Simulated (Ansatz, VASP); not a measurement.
# One calculation of B, two programs

Contents of INCAR:

```
ALGO     = Normal         # electronic algorithm
EDIFF    = 1E-6           # SCF threshold, eV
ENCUT    = 520            # plane-wave cutoff, eV
GGA      = CA             # functional
ISIF     = 2              # what is computed and relaxed
ISMEAR   = -1             # smearing method
LASPH    = T              # aspherical terms in the spheres
LCHARG   = T              # write CHGCAR
LELF     = T              # ELF
LREAL    = F              # projectors in reciprocal space
LVHAR    = T            
LWAVE    = F              # write WAVECAR
NBANDS   = 10             # bands
NELM     = 100            # most SCF steps
PREC     = Accurate       # precision mode
SIGMA    = 0.1            # smearing width, eV
```

The input KPOINTS:

```
k-points
0
Gamma
  15 15 15
```

Contents of POSCAR:

```
B
1.0
    0.0000000000      2.0014594441      2.0014594441
    2.0014594441      0.0000000000      2.0014594441
    2.0014594441      2.0014594441      0.0000000000
B
2
Direct
    0.1250000000      0.1250000000      0.1250000000
    0.8750000000      0.8750000000      0.8750000000
```

Input for Ansatz:

```yaml
crystal:
  lattice:
    - [0.0, 2.0014594441, 2.0014594441]
    - [2.0014594441, 0.0, 2.0014594441]
    - [2.0014594441, 2.0014594441, 0.0]
  atoms:
    - { symbol: B, position: [0.125, 0.125, 0.125] }
    - { symbol: B, position: [0.875, 0.875, 0.875] }
hamiltonian:
  xc: lda
  pseudopotentials:
    kind: paw
    azcp:
      B: "pseudopotentials/B.paw.azcp"
basis:
  ecutwfc: 420
  fft_grid_basis: typed
kpoints:
  mp_grid: { grid: [15, 15, 15], shift: [0, 0, 0] }
magnetization:
  spin_polarized: false
scf:
  occupations: { method: fermi_dirac, width: 0.1 }
  lower_state_search: "off"
output:
  stress: true
```

Alike in both runs: task single point; functional LDA; k mesh 15 × 15 × 15; occupations fermi-dirac, width 0.1 eV; no spin polarisation.

|  | VASP | Ansatz |
| --- | --- | --- |
| version | VASP 6.6.1 | Ansatz 0.2.0 |
| potentials or method | VASP PAW LDA potentials, release 64 (B), cutoff 520 eV | plane waves (420 eV) with PAW, scalar-relativistic |
| valence electrons in the cell | 6 | 6 |

```csv
,VASP,Ansatz,Ansatz less VASP
pressure (GPa),0.2,-0.1,-0.22
```

Ansatz warns that its potentials were made for another functional, while VASP's fit it. LDA's correlation is that of Perdew and Zunger in VASP and of Perdew and Wang (1992) in Ansatz.
